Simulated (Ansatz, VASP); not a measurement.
**Nb: VASP beside Ansatz**

```
CELL_PARAMETERS angstrom
-1.66395 1.72635 1.66395
1.66395 -1.72635 1.66395
1.66395 1.72635 -1.66395
ATOMIC_POSITIONS crystal
Nb 0.00000 0.00000 0.00000
```

Change from the starting cell: strain +0.0375 x Voigt [0, 1, 0, 0, 0, 0], atoms carried along.

Alike in both runs: task single point; functional PBEsol; k mesh 20 × 20 × 20; occupations gaussian, width 0.15 eV; no spin polarisation.

|  | VASP | Ansatz |
| --- | --- | --- |
| version | VASP 6.6.1 | Ansatz 0.2.0 |
| potentials or method | VASP PAW PBE potentials, release 64 (Nb_sv), cutoff 520 eV | scalar-relativistic, plane waves, PAW |
| valence electrons in the cell | 13 | 13 |

|  | VASP | Ansatz | Ansatz less VASP |
| --- | --- | --- | --- |
| gap on the k mesh at the Fermi level (eV) | none | none | - |
| pressure (GPa) | -13.7 | -13.5 | +0.20 |
| traceless stress, the component that is largest in VASP (GPa) | -2.44 | -2.45 | -0.013 |

VASP's potentials were made for PBE, not for PBEsol. A gap of «none» marks a metal or a gap that the smearing closes. The functional is the same, so the differences come from potentials, cutoffs and numerics.
